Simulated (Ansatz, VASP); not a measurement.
## Two plane-wave programs on AlGa3N4

```xyz
8
Lattice="4.4972 0.0000 0.0000 0.0000 4.4972 0.0000 0.0000 0.0000 4.4972" Properties=species:S:1:pos:R:3 pbc="T T T"
Al    0.0000    0.0000    0.0000
Ga    2.2486    2.2486    0.0000
Ga    2.2486    0.0000    2.2486
Ga    0.0000    2.2486    2.2486
N     3.3955    3.3955    1.1017
N     3.3955    1.1017    3.3955
N     1.1017    3.3955    3.3955
N     1.1017    1.1017    1.1017
```

Alike in both runs: functional PBEsol; k mesh 6 × 6 × 6; no spin polarisation.

Ansatz relaxed the structure, and its values are those at the end. VASP's run is a single point on that final structure, the one shown.

|  | VASP | Ansatz |
| --- | --- | --- |
| version | VASP 6.6.1 | Ansatz 0.2.0 |
| potentials or method | VASP PAW PBE potentials, release 64 (Al, Ga_d, N), cutoff 520 eV | scalar-relativistic, plane waves, PAW |
| occupations | gaussian, width 0.01 eV | fixed |
| valence electrons in the cell | 62 | 62 |

```csv
,VASP,Ansatz,Ansatz less VASP
gap on the k mesh at the Fermi level (eV),2.17,2.16,-0.017
least direct gap on the mesh (eV),2.17,2.16,-0.017
pressure (GPa),-3.8,-3.6,+0.16
rms of the force components (eV/Å),0.003,0.001,-0.0026
```

VASP's potentials were made for PBE, not for PBEsol. Ansatz's warnings: stress scf threshold loose.
